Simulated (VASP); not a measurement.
Runs of VASP 6.6.1 on CdF2. The structure is that of space group Fm-3m (No. 225), or close to it. The cells are those of the table. 

| cell | gap on the mesh (eV) | pressure (GPa) |
| --- | --- | --- |
| a = 3.924 Å, angles 60.0°, 3 atoms | 2.76 | -2.8 |
| a = 3.724, b = 3.724, c = 3.753 Å, angles 59.7, 59.7, 60.5°, 3 atoms | 3.27 | 14.8 |
| a = 3.781, b = 3.781, c = 3.810 Å, angles 59.8, 59.8, 60.5°, 3 atoms | 3.11 | 8.1 |
| a = 3.839, b = 3.839, c = 3.867 Å, angles 59.8, 59.8, 60.5°, 3 atoms | 2.95 | 2.8 |
| a = 3.782, b = 3.782, c = 3.696 Å, angles 60.8, 60.8, 58.5°, 3 atoms | 3.17 | 12.5 |
| a = 3.896, b = 3.896, c = 3.867 Å, angles 60.2, 60.2, 59.5°, 3 atoms | 2.84 | (a) |
| a = 3.839, b = 3.839, c = 3.810 Å, angles 60.2, 60.2, 59.5°, 3 atoms | 3.00 | (b) |
| a = 3.867, b = 3.867, c = 3.810 Å, angles 60.5, 60.5, 59.0°, 3 atoms | 2.93 | 2.8 |

Alike in all rows: task single point; level PBE; potentials or basis VASP PAW PBE potentials, release 64 (Cd, F); no spin polarisation; k mesh 8 × 8 × 8; cutoff (eV) 520; smearing gaussian 0.05 eV.

Q: Fill in the values left out.

A: (a) -0.2; (b) 4.4.

Caveats: the cell stands under pressure (at least some runs).

A k mesh can miss the band edges, and the runs leave out spin-orbit coupling on Cd.
